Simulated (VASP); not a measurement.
# AlAs (F-43m) in VASP: further runs

AlAs is run at these levels: LDA; tasks: single point, relaxation of cell and atoms.

All numbers are computed with VASP 6.6.1; they aren't measurements. Logs are shortened: lines on timing, memory, paths and dates and some standing lists are left out, and cuts for length are marked.

## (1) The cell of the first run

Symmetry: F-43m, No. 216, cubic system. The conventional cell has a = 5.591 Å, b = 5.591 Å, c = 5.591 Å, α = 90.00°, β = 90.00°, γ = 90.00°. Within 3.2 Å of Al (site symmetry -43m) lie 4 As at 2.42 Å. Within 3.2 Å of As (site symmetry -43m) lie 4 Al at 2.42 Å.

## (2) Single point, LDA (21.85 Å³/atom)

The input, INCAR:

```
SYSTEM = AlAs
ALGO = Normal
EDIFF = 1E-6
ENCUT = 500
GGA = CA
GGA_COMPAT = .FALSE.
ISIF = 2
ISMEAR = 0
LASPH = .TRUE.
LCHARG = .TRUE.
LELF = .TRUE.
LREAL = .FALSE.
LVHAR = .TRUE.
LWAVE = .FALSE.
NBANDS = 11
NELM = 120
PREC = Accurate
SIGMA = 0.01
```

The input, KPOINTS:

```
k-points
0
G
  8 8 8
  0 0 0
```

The input, POSCAR:

```
AlAs
1.0
    0.0000000000      2.7956543440      2.7956543440
    2.7956543440      0.0000000000      2.7956543440
    2.7956543440      2.7956543440      0.0000000000
Al As
1 1
Direct
    0.0000000000      0.0000000000      0.0000000000
    0.7500000000      0.7500000000      0.7500000000
```

Potentials or basis: VASP PAW LDA potentials, release 64 (Al, As).

Run with:

```console
$ cat potpaw_LDA.64/Al/POTCAR potpaw_LDA.64/As/POTCAR > POTCAR
$ mpirun -np 1 vasp_std > vasp.out
```

OUTCAR:

```text
SYSTEM = AlAs
   EDIFF = 1E-6
   ENCUT = 500
   GGA = CA
   ISIF = 2
   ISMEAR = 0
   LASPH = .TRUE.
   LREAL = .FALSE.
   NELM = 120
   PREC = Accurate

 ion  position               nearest neighbor table
   1  0.000  0.000  0.000-   2 2.42   2 2.42   2 2.42   2 2.42
   2  0.750  0.750  0.750-   1 2.42   1 2.42   1 2.42   1 2.42

  LATTYP: Found a face centered cubic cell.
 ALAT       =     5.5913086880

  Lattice vectors:

 A1 = (   0.0000000000,   2.7956543440,   2.7956543440)
 A2 = (   2.7956543440,   0.0000000000,   2.7956543440)
 A3 = (   2.7956543440,   2.7956543440,   0.0000000000)

Analysis of symmetry for initial positions (statically):
=====================================================================
 Subroutine PRICEL returns:
 Original cell was already a primitive cell.

 Routine SETGRP: Setting up the symmetry group for a
 face centered cubic supercell.

 Subroutine GETGRP returns: Found 24 space group operations
 (whereof 24 operations were pure point group operations)
 out of a pool of 48 trial point group operations.

The static configuration has the point symmetry T_d .

Analysis of symmetry for dynamics (positions and initial velocities):
=====================================================================
 Subroutine PRICEL returns:
 Original cell was already a primitive cell.

 Routine SETGRP: Setting up the symmetry group for a
 face centered cubic supercell.

 Subroutine GETGRP returns: Found 24 space group operations
 (whereof 24 operations were pure point group operations)
 out of a pool of 48 trial point group operations.

The dynamic configuration has the point symmetry T_d .

 Subroutine INISYM returns: Found 24 space group operations
 (whereof 24 operations are pure point group operations),
 and found     1 'primitive' translations

----------------------------------------------------------------------------------------

                                     Primitive cell

  volume of cell :      43.6999

  direct lattice vectors                    reciprocal lattice vectors
     0.000000000  2.795654344  2.795654344    -0.178849006  0.178849006  0.178849006
     2.795654344  0.000000000  2.795654344     0.178849006 -0.178849006  0.178849006
     2.795654344  2.795654344  0.000000000     0.178849006  0.178849006 -0.178849006

  length of vectors
     3.953652289  3.953652289  3.953652289     0.309775565  0.309775565  0.309775565

  position of ions in fractional coordinates (direct lattice)
     0.000000000  0.000000000  0.000000000
     0.750000000  0.750000000  0.750000000

  ion indices of the primitive-cell ions
   primitive index   ion index
                 1           1
                 2           2

----------------------------------------------------------------------------------------

 KPOINTS: k-points

Automatic generation of k-mesh.
 Grid dimensions read from file:
 generate k-points for:    8    8    8

 Generating k-lattice:

  Cartesian coordinates                     Fractional coordinates (reciprocal lattice)
    -0.022356126  0.022356126  0.022356126     0.125000000  0.000000000  0.000000000
     0.022356126 -0.022356126  0.022356126     0.000000000  0.125000000  0.000000000
     0.022356126  0.022356126 -0.022356126     0.000000000  0.000000000  0.125000000

  Length of vectors
     0.038721946  0.038721946  0.038721946

  Shift w.r.t. Gamma in fractional coordinates (k-lattice)
     0.000000000  0.000000000  0.000000000

 Subroutine IBZKPT returns following result:
 ===========================================

 Found     29 irreducible k-points:

 Following reciprocal coordinates:
            Coordinates               Weight
  0.000000  0.000000  0.000000      1.000000
  0.125000  0.000000  0.000000      8.000000
  0.250000  0.000000  0.000000      8.000000
  0.375000  0.000000  0.000000      8.000000
  0.500000  0.000000  0.000000      4.000000
  0.125000  0.125000  0.000000      6.000000
[... 16 lines left out ...]
  0.500000  0.250000  0.125000     48.000000
 -0.375000  0.250000  0.125000     24.000000
 [... further k-points ...]
   k-points           NKPTS =     29   k-points in BZ     NKDIM =     29   number of bands    NBANDS=     11
   number of dos      NEDOS =    301   number of ions     NIONS =      2
   total plane-waves  NPLWV =  27000
   dimension x,y,z NGX =    30 NGY =   30 NGZ =   30
   dimension x,y,z NGXF=    60 NGYF=   60 NGZF=   60
   ions per type =               1   1
   NGX,Y,Z   is equivalent  to a cutoff of  12.61, 12.61, 12.61 a.u.
   NGXF,Y,Z  is equivalent  to a cutoff of  25.23, 25.23, 25.23 a.u.
 SYSTEM =  AlAs
   PREC   = accura    normal or accurate (medium, high low for compatibility)
   ISTART =      0    job   : 0-new  1-cont  2-samecut
   ICHARG =      2    charge: 1-file 2-atom 10-const
   ISPIN  =      1    spin polarized calculation?
   LNONCOLLINEAR =      F non collinear calculations
   LSORBIT =      F    spin-orbit coupling
[... 37 lines left out ...]
  volume of cell :       43.70
 maximum number of plane-waves:      1124
 NGX is ok and might be reduce to    30
   NGX = 15   NGY = 15   NGZ = 15

 number of electron       8.0000001 magnetization

 Free energy of the ion-electron system (eV)
  ---------------------------------------------------
  ext. energy  EPLUGINS =         0.00000000
  ---------------------------------------------------
  free energy    TOTEN  =       -10.50749988 eV

  energy without entropy =      -10.50749988  energy(sigma->0) =      -10.50749988

 E-fermi :   4.2219     XC(G=0):  -9.4199

 val. band max:        4.1066445976   @ k =   0.0000   0.0000   0.0000
 cond. band min:       5.3811354201   @ k =   0.5000   0.5000   0.0000
 fundamental gap:      1.2744908225
 Fermi energy:         4.2219307749

 k-point     1 :       0.0000    0.0000    0.0000
  band No.  band energies     occupation
      1      -7.9987      2.00000
      2       4.1066      2.00000
      3       4.1066      2.00000
      4       4.1066      2.00000
      5       6.2859      0.00000
      6       8.4156      0.00000
      7       8.4156      0.00000
      8       8.4156      0.00000
      9      12.9430      0.00000
     10      13.2133      0.00000
     11      13.2133      0.00000

 k-point     2 :       0.1250    0.0000    0.0000
  band No.  band energies     occupation
      1      -7.8387      2.00000
      2       2.6476      2.00000
      3       3.9392      2.00000
      4       3.9392      2.00000
      5       7.0019      0.00000
      6       8.7065      0.00000
      7       8.7065      0.00000
      8       8.8529      0.00000
      9      12.5602      0.00000
     10      12.5602      0.00000
     11      13.6749      0.00000

 k-point     3 :       0.2500    0.0000    0.0000
  band No.  band energies     occupation
      1      -7.3931      2.00000
      2       0.6230      2.00000
      3       3.6109      2.00000
      4       3.6109      2.00000
      5       6.7646      0.00000
      6       9.0423      0.00000
      7       9.0423      0.00000
      8      10.6600      0.00000
      9      12.4509      0.00000
     10      12.4509      0.00000
     11      13.4394      0.00000

 k-point     4 :       0.3750    0.0000    0.0000
  band No.  band energies     occupation
      1      -6.8112      2.00000
      2      -0.9892      2.00000
      3       3.3501      2.00000
      4       3.3501      2.00000
      5       6.4036      0.00000
      6       8.8977      0.00000
      7       8.8977      0.00000
      8      11.7861      0.00000
      9      13.7979      0.00000
     10      13.7979      0.00000
     11      13.9202      0.00000
[... 239 lines left out ...]
 k-point    22 :       0.3750    0.2500    0.1250
  band No.  band energies     occupation
      1      -7.0193      2.00000
      2       0.2557      2.00000
      3       2.0588      2.00000
      4       3.0910      2.00000
      5       7.6671      0.00000
      6       8.4687      0.00000
      7       9.3699      0.00000
      8      10.7123      0.00000
      9      12.3751      0.00000
     10      14.6493      0.00000
     11      16.2783      0.00000

 k-point    23 :       0.5000    0.2500    0.1250
  band No.  band energies     occupation
      1      -6.4937      2.00000
      2      -0.8059      2.00000
      3       1.4531      2.00000
      4       2.6878      2.00000
      5       7.7732      0.00000
      6       8.5686      0.00000
      7       9.9217      0.00000
      8      11.0358      0.00000
      9      13.5623      0.00000
     10      14.7478      0.00000
     11      16.3692      0.00000

 k-point    24 :      -0.3750    0.2500    0.1250
  band No.  band energies     occupation
      1      -6.2186      2.00000
      2      -1.3158      2.00000
      3       1.3008      2.00000
      4       2.4943      2.00000
      5       7.7771      0.00000
      6       8.3116      0.00000
      7      10.8718      0.00000
      8      11.8159      0.00000
      9      12.5284      0.00000
     10      15.1840      0.00000
     11      16.5086      0.00000

 [... further k-points ...]

------------------------ aborting loop because EDIFF is reached ----------------------------------------

  FORCE on cell =-STRESS in cart. coord.  units (eV):
  Direction    XX          YY          ZZ          XY          YZ          ZX
  --------------------------------------------------------------------------------------
  -------------------------------------------------------------------------------------
  Total        0.5402130      0.5402130      0.5402130      0.0000000     -0.0000000      0.0000000
  in kB       19.8059279     19.8059279     19.8059279      0.0000000     -0.0000000      0.0000000
  external PRESSURE =      19.8059279 kB  Pullay stress =       0.0000000 kB

 VOLUME and BASIS-vectors are now :
 -----------------------------------------------------------------------------
  energy-cutoff  :      500.00
  volume of cell :       43.70
      direct lattice vectors                 reciprocal lattice vectors
     0.000000000  2.795654344  2.795654344    -0.178849006  0.178849006  0.178849006
     2.795654344  0.000000000  2.795654344     0.178849006 -0.178849006  0.178849006
     2.795654344  2.795654344  0.000000000     0.178849006  0.178849006 -0.178849006

 POSITION                                       TOTAL-FORCE (eV/Angst)
 -----------------------------------------------------------------------------------
      0.00000      0.00000      0.00000         0.000000      0.000000      0.000000
      4.19348      4.19348      4.19348        -0.000000     -0.000000     -0.000000
 -----------------------------------------------------------------------------------
    total drift:                               -0.000000     -0.000000     -0.000000

  FREE ENERGIE OF THE ION-ELECTRON SYSTEM (eV)
  ---------------------------------------------------
  free  energy   TOTEN  =       -10.5074998767 eV

  energy  without entropy=      -10.5074998767  energy(sigma->0) =      -10.50749988
```

Wall time 8 s (1 thread of Intel Xeon Platinum 8488C (Sapphire Rapids), shared host); peak memory 0.15 GiB.

Results:

* Free energy: -10.5075 eV
* Pressure: 2.0 GPa
* Band gap on the k mesh: 1.27 eV (least direct gap 2.18 eV)

Levels at points of the mesh, in eV from the valence-band top:
```
           k point  band 2  band 3  band 4  band 5  band 6  band 7
(0.00, 0.00, 0.00)    0.00    0.00    0.00    2.18    4.31    4.31
(0.50, 0.00, 0.00)   -5.76   -0.85   -0.85    2.16    4.66    4.66
(0.50, 0.50, 0.00)   -5.58   -2.26   -2.26    1.27    2.20   10.49
```

A k mesh can miss the band edges.

## (3) Single point, LDA (22.74 Å³/atom)

This run uses another cell than the first one, of 22.74 Å³/atom.

The input, INCAR:

```
SYSTEM = AlAs
ALGO     = Normal         ! electronic algorithm
EDIFF    = 1E-6           ! SCF threshold, eV
ENCUT    = 500            ! plane-wave cutoff, eV
GGA_COMPAT= .FALSE.      
ISIF     = 2              ! what is computed and relaxed
ISMEAR   = 0              ! smearing method
LASPH    = .TRUE.         ! aspherical terms in the spheres
LCHARG   = .FALSE.        ! write CHGCAR
LREAL    = .FALSE.        ! projectors in reciprocal space
LWAVE    = .FALSE.        ! write WAVECAR
NBANDS   = 11             ! bands
NELM     = 120            ! most SCF steps
PREC     = Accurate       ! precision mode
SIGMA    = 0.01           ! smearing width, eV
```

KPOINTS is that of step 2.

The input, POSCAR:

```
AlAs
1.0
    0.0000000000      2.8331843840      2.8331843840
    2.8331843840      0.0000000000      2.8331843840
    2.8331843840      2.8331843840      0.0000000000
Al As
1 1
Direct
    0.0000000000      0.0000000000      0.0000000000
    0.7500000000      0.7500000000      0.7500000000
```

Potentials or basis: VASP PAW LDA potentials, release 64 (Al, As).

Run with:

```console
$ cat potpaw_LDA.64/Al/POTCAR potpaw_LDA.64/As/POTCAR > POTCAR
$ mpirun -np 1 vasp_std > vasp.out
```

Wall time 7.8 s (1 thread of Intel Xeon Platinum 8488C (Sapphire Rapids), shared host); peak memory 0.15 GiB.

It converged, with:

* Free energy: -10.5118 eV
* Pressure: -1.1 GPa
* Band gap on the k mesh: 1.34 eV (least direct gap 1.86 eV)

Levels at points of the mesh, in eV from the valence-band top:
| k point | band 1 | band 2 | band 3 | band 4 | band 5 | band 6 | band 7 | band 8 | band 9 |
| --- | --- | --- | --- | --- | --- | --- | --- | --- | --- |
| (0.00, 0.00, 0.00) | -11.88 | 0.00 | 0.00 | 0.00 | 1.86 | 4.24 | 4.24 | 4.24 | 8.61 |
| (0.50, 0.00, 0.00) | -10.47 | -5.58 | -0.82 | -0.82 | 2.01 | 4.63 | 4.63 | 7.58 | 10.96 |
| (0.50, 0.50, 0.00) | -9.93 | -5.44 | -2.17 | -2.17 | 1.34 | 2.20 | 10.18 | 10.18 | 11.54 |

A k mesh can miss the band edges.

## (4) Single point, LDA

This run uses another cell than the first one, of 19.26 Å³/atom.

The input, INCAR:

```
SYSTEM = AlAs
ALGO = Normal
EDIFF = 1E-6
ENCUT = 500
GGA_COMPAT = .False.
ISIF = 2
ISMEAR = 0
LASPH = .True.
LCHARG = .False.
LREAL = .False.
LWAVE = .False.
NBANDS = 11
NELM = 120
PREC = Accurate
SIGMA = 0.01
```

The input, KPOINTS:

```
k-points
0
Gamma
  10 10 10
  0 0 0
```

The input, POSCAR:

```
AlAs
1.0
    0.0000000000      2.6806872524      2.6806872524
    2.6806872524      0.0000000000      2.6806872524
    2.6806872524      2.6806872524      0.0000000000
Al As
1 1
Direct
    0.0000000000      0.0000000000      0.0000000000
    0.7500000000      0.7500000000      0.7500000000
```

Run with:

```console
$ cat potpaw_LDA.64/Al/POTCAR potpaw_LDA.64/As/POTCAR > POTCAR
$ mpirun -np 1 vasp_std > vasp.out
```

Wall time 8.8 s (1 thread of Intel Xeon Platinum 8488C (Sapphire Rapids), shared host); peak memory 0.15 GiB.

It converged, with:

```yaml
Free_energy: -10.2462 eV
Pressure: 15.7 GPa
Band_gap_on_the_k_mesh: 1.02 eV (least direct gap 3.23 eV)
```

Levels at points of the mesh, in eV from the valence-band top:
```tsv
k point	band 1	band 2	band 3	band 4	band 5	band 6	band 7	band 8	band 9
(0.00, 0.00, 0.00)	-12.89	0.00	0.00	0.00	3.23	4.53	4.53	4.53	9.35
(0.50, 0.00, 0.00)	-11.07	-6.39	-0.94	-0.94	2.67	4.73	4.73	7.87	12.22
(0.50, 0.50, 0.00)	-10.35	-6.07	-2.56	-2.56	1.02	2.19	11.46	11.46	13.51
```

Caveat: the cell stands under pressure.

## (5) Relaxation of cell and atoms, LDA, target pressure 15 GPa, at which the enthalpy is minimised

This run uses another cell than the first one, of 20.42 Å³/atom.

The input, INCAR:

```
ALGO = Normal
EDIFF = 1E-7
EDIFFG = -0.001
ENCUT = 500
GGA_COMPAT = False
IBRION = 2
ISIF = 3
ISMEAR = 0
LASPH = True
LCHARG = False
LREAL = False
LWAVE = False
NELM = 120
NELMIN = 4
NSW = 80
PREC = Accurate
PSTRESS = 150.0
SIGMA = 0.01
```

The input, KPOINTS:

```
k-points
0
Gamma
  8 8 8
```

The input, POSCAR:

```
AlAs
1.0
    0.0000000000      2.7333182437      2.7333182437
    2.7333182437      0.0000000000      2.7333182437
    2.7333182437      2.7333182437      0.0000000000
Al As
1 1
Direct
    0.0000000000      0.0000000000      0.0000000000
    0.7500000000      0.7500000000      0.7500000000
```

Run with:

```console
$ cat potpaw_LDA.64/Al/POTCAR potpaw_LDA.64/As/POTCAR > POTCAR
$ mpirun -np 1 vasp_std > vasp.out
```

It took 15 s on 1 thread of Intel Xeon Platinum 8488C (Sapphire Rapids), shared host; peak memory 0.14 GiB.

The run converged. Its results:

```
Free energy                                                : -10.2633 eV
Relaxed volume                                             : 19.36 Å³/atom
Relaxed cell                                               : a = 3.797 Å, b = 3.797 Å, c = 3.797 Å, α = 60.00°, β = 60.00°, γ = 60.00°
Space group after relaxing (to 0.1 Å)                      : F-43m (No. 216)
Energy change on relaxing (the run minimises the enthalpy) : +76.9 meV/atom
Ionic steps                                                : 6
Pressure after relaxing                                    : 15.0 GPa
Band gap on the k mesh                                     : 1.03 eV (least direct gap 3.19 eV)
```

The path:
| step | energy change (eV) | largest force (eV/Å) | pressure (GPa) | volume (Å³) |
| --- | --- | --- | --- | --- |
| 1 | 0.0000 | 0.0000 | 8.51 | 40.84 |
| 2 | 0.4747 | 0.0000 | 25.44 | 36.14 |
| 3 | 0.1506 | 0.0000 | 14.88 | 38.76 |
| 4 | 0.1544 | 0.0000 | 15.02 | 38.71 |
| 5 | 0.1531 | 0.0000 | 14.97 | 38.73 |
| 6 | 0.1538 | 0.0000 | 15.00 | 38.72 |

Final structure:
```
CELL_PARAMETERS angstrom
0.00000 2.68519 2.68519
2.68519 0.00000 2.68519
2.68519 2.68519 0.00000
ATOMIC_POSITIONS crystal
Al 0.00000 0.00000 0.00000
As 0.75000 0.75000 0.75000
```

Levels at points of the mesh, in eV from the valence-band top:
| k point | band 1 | band 2 | band 3 | band 4 | band 5 | band 6 | band 7 | band 8 |
| --- | --- | --- | --- | --- | --- | --- | --- | --- |
| (0.00, 0.00, 0.00) | -12.86 | 0.00 | 0.00 | 0.00 | 3.19 | 4.52 | 4.52 | 4.52 |
| (0.50, 0.00, 0.00) | -11.05 | -6.36 | -0.94 | -0.94 | 2.65 | 4.73 | 4.73 | 7.86 |
| (0.50, 0.50, 0.00) | -10.34 | -6.05 | -2.55 | -2.55 | 1.03 | 2.19 | 11.42 | 11.42 |

Caveat: the cell is relaxed towards a set pressure, so the run minimises the enthalpy, not the energy. Zero-point motion and thermal expansion aren't in these numbers.

## (6) The runs side by side

| task | cell | k mesh | gap on the mesh (eV) | pressure (GPa) |
| --- | --- | --- | --- | --- |
| single point | a = 3.954 Å, angles 60.0°, 2 atoms | 8 × 8 × 8 | 1.27 | 2.0 |
| single point | a = 4.007 Å, angles 60.0°, 2 atoms | 8 × 8 × 8 | 1.34 | -1.1 |
| single point | a = 3.791 Å, angles 60.0°, 2 atoms | 10 × 10 × 10 | 1.02 | 15.7 |
| relaxation of cell and atoms | relaxed to 15 GPa from a = 3.865 Å, angles 60.0°, 2 atoms | 8 × 8 × 8 | 1.03 | 15.0 |

Alike in all rows: level LDA; potentials or basis VASP PAW LDA potentials, release 64 (Al, As); no spin polarisation; cutoff (eV) 500; smearing gaussian 0.01 eV.

Caveats: the cell stands under pressure (at least some runs); the cell is relaxed towards a set pressure, so the run minimises the enthalpy, not the energy (at least some runs).

Absolute energies hang on the potentials; compare differences alone.
